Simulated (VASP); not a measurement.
**Sn: electric field gradients with r2SCAN**

Sn:

```
Sn
1.0
     0.00000    3.24560    3.24560
     3.24560    0.00000    3.24560
     3.24560    3.24560    0.00000
Sn
2
Direct
  0.50000 0.50000 0.50000
  0.75000 0.75000 0.75000
```

This isn't the form of Sn at room conditions, which is tetragonal (white tin).

* Program: VASP 6.6.1
* Task: electric field gradients
* Functional: r2SCAN
* Potentials or basis: VASP PAW PBE potentials, release 64 (Sn_d)
* Cutoff: 520 eV
* k mesh: 9 × 9 × 9
* Occupations: fermi-dirac, width 0.03 eV
* Spin: no spin polarisation
* Dipole correction: no
* Further INCAR settings: ALGO = Normal; EDIFF = 1e-08; NBANDS = 21

- Pressure: 1.6 GPa
- Band gap on the k mesh: zero (filled and empty bands touch)
- Largest electric field gradient by atom: zero within the noise of the run

Levels at points of the mesh, in eV from the Fermi level:
| k point | band 12 | band 13 | band 14 | band 15 | band 16 | band 17 |
| --- | --- | --- | --- | --- | --- | --- |
| (0.00, 0.00, 0.00) | -0.39 | -0.02 | -0.02 | -0.02 | 2.20 | 2.20 |

It took 3.8 min on 1 thread of Intel Xeon 8259CL, with other jobs on the host, peak memory 0.23 GiB.

Caveat: the PAW data sets were made with another functional, which shifts forces and pressure a little; spin-orbit coupling is left out, which moves the levels of the heavy elements.
